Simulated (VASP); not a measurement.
## Mg16HO16 (a cell with a defect): single point with PBE

System: Mg16HO16 (a cell with a defect).

```
Mg O H
1.0
    -4.25438    4.25438    4.25438
     4.25438   -4.25438    4.25438
     4.25438    4.25438   -4.25438
Mg O H
16 16 1
Direct
  0.99492 0.99568 0.99485
  0.00019 0.25477 0.74964
  0.00366 0.49998 0.49919
  0.00020 0.75046 0.25391
  0.25404 0.00083 0.74964
  0.24554 0.24620 0.49586
  0.24554 0.49665 0.24540
  0.25404 0.75043 0.00005
  0.49935 0.00434 0.49924
  0.49598 0.24620 0.24540
  0.49933 0.49999 0.00349
  0.50477 0.75050 0.74969
  0.74977 0.00086 0.25394
  0.74975 0.25477 0.00005
  0.74982 0.50550 0.74964
  0.74981 0.75048 0.50460
  0.00189 0.00257 0.50586
  0.99359 0.24637 0.24556
  0.00190 0.50672 0.00177
  0.03381 0.75032 0.74956
  0.24567 0.99425 0.24553
  0.24564 0.24634 0.99344
  0.25390 0.49830 0.74964
  0.25387 0.75045 0.49749
  0.50598 0.00256 0.00174
  0.49762 0.25453 0.74963
  0.46585 0.46650 0.46570
  0.49765 0.75043 0.25374
  0.74975 0.03459 0.74962
  0.74976 0.25453 0.49747
  0.74976 0.49830 0.25372
  0.74973 0.75042 0.03370
  0.74996 0.75073 0.74978
```

| Quantity | Value |
| --- | --- |
| Program | VASP 6.6.1 |
| Task | single point |
| Functional | PBE |
| Potentials or basis | VASP PAW PBE potentials, release 64 (Mg, O, H) |
| Cutoff | 520 eV |
| k mesh | 1 × 1 × 1 |
| Occupations | fermi-dirac, width 0.01 eV |
| Spin | no spin polarisation |

| Quantity | Value |
| --- | --- |
| Largest force | 0.013 eV/Å |

Forces in eV/Å, atoms in the order of the input:
```
Mg   0.001  0.002  0.003
Mg  -0.001  0.000 -0.001
Mg   0.001 -0.002  0.000
Mg   0.000 -0.001 -0.001
Mg   0.001 -0.001  0.000
Mg  -0.002 -0.001  0.002
Mg   0.000  0.000  0.000
Mg   0.000  0.000  0.001
Mg  -0.001 -0.001  0.000
Mg   0.000 -0.001 -0.001
Mg   0.001  0.000  0.001
Mg   0.004 -0.004 -0.003
Mg   0.000 -0.001  0.000
Mg  -0.001  0.001  0.000
Mg  -0.004  0.004 -0.005
Mg  -0.003 -0.004  0.004
O   -0.001 -0.001  0.011
O    0.011  0.001  0.002
O   -0.004  0.012 -0.003
O   -0.002  0.003  0.004
O    0.002  0.011  0.002
O    0.001  0.003  0.012
O    0.002 -0.002 -0.010
O    0.003 -0.009 -0.002
O    0.012 -0.001 -0.001
O   -0.001  0.002 -0.011
O   -0.004 -0.004 -0.006
O   -0.001 -0.011  0.002
O    0.005 -0.001  0.004
O   -0.010  0.003 -0.002
O   -0.011 -0.001  0.002
O    0.002  0.002 -0.002
H   -0.001  0.000 -0.002
```

Levels at points of the mesh, in eV from the Fermi level:
| k point | band 62 | band 63 | band 64 | band 65 | band 66 | band 67 | band 68 | band 69 |
| --- | --- | --- | --- | --- | --- | --- | --- | --- |
| (0.00, 0.00, 0.00) | -2.42 | -2.42 | -2.42 | -0.30 | 2.39 | 6.10 | 6.10 | 6.10 |

Run time: 49 s on 1 thread of Intel(R) Xeon(R) 6975P-C (Granite Rapids) (shared host), peak memory 0.4 GiB.

Caveat: the k points lie up to 1.04 Å⁻¹ apart, too coarse for converged energies, forces and pressures; the cell carries a net charge on a neutralising background, which shifts energy and pressure; the cell is charged against a uniform background, so pressure and absolute levels hang on convention.
